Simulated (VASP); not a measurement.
Here is a VASP 6.6.1 calculation.

Contents of INCAR:

```
PREC = Accurate ; ENCUT = 600
EDIFF = 1E-7 ; ISMEAR = -1
SIGMA = 0.1 ; LREAL = F
LASPH = T ; NELM = 60
ALGO = Normal ; ISIF = 3
LWAVE = F ; LCHARG = F
GGA = PE ; IBRION = 2
NSW = 60 ; EDIFFG = -0.005
PSTRESS = 210.0
```

Contents of KPOINTS:

```
Automatic mesh
0
Gamma
  12 12 7
```

File POSCAR:

```
SiC
1.0
    2.9541346904      0.0000000000      0.0000000000
   -1.4770673452      2.5583556881      0.0000000000
    0.0000000000      0.0000000000      4.8152395453
Si C
2 2
Direct
    0.3333333333      0.6666666667      0.0000000000
    0.6666666667      0.3333333333      0.5000000000
    0.3333333333      0.6666666667      0.3760000000
    0.6666666667      0.3333333333      0.8760000000
```

Potentials or basis: VASP PAW PBE potentials, release 64 (Si, C).

The run is started by

```console
$ cat potpaw_PBE.64/Si/POTCAR potpaw_PBE.64/C/POTCAR > POTCAR
$ mpirun -np 1 vasp_std > vasp.out
```

(1) What does it give for the space group after relaxing (to 0.1 Å)?

(2) What does it give for the relaxed volume?

(3) What does it give for the band gap on the k mesh?

(4) What does it give for the relaxed cell?

Results:

(1) P6_3mc (No. 186).

(2) 9.65 Å³/atom.

(3) 2.15 eV (least direct gap 4.10 eV).

(4) a = 3.007 Å, b = 3.007 Å, c = 4.931 Å, α = 90.00°, β = 90.00°, γ = 120.00°.

Caveat: the cell is relaxed towards a set pressure, so the run minimises the enthalpy, not the energy; an odd mesh through Γ misses points on the zone boundary, where band edges can lie.
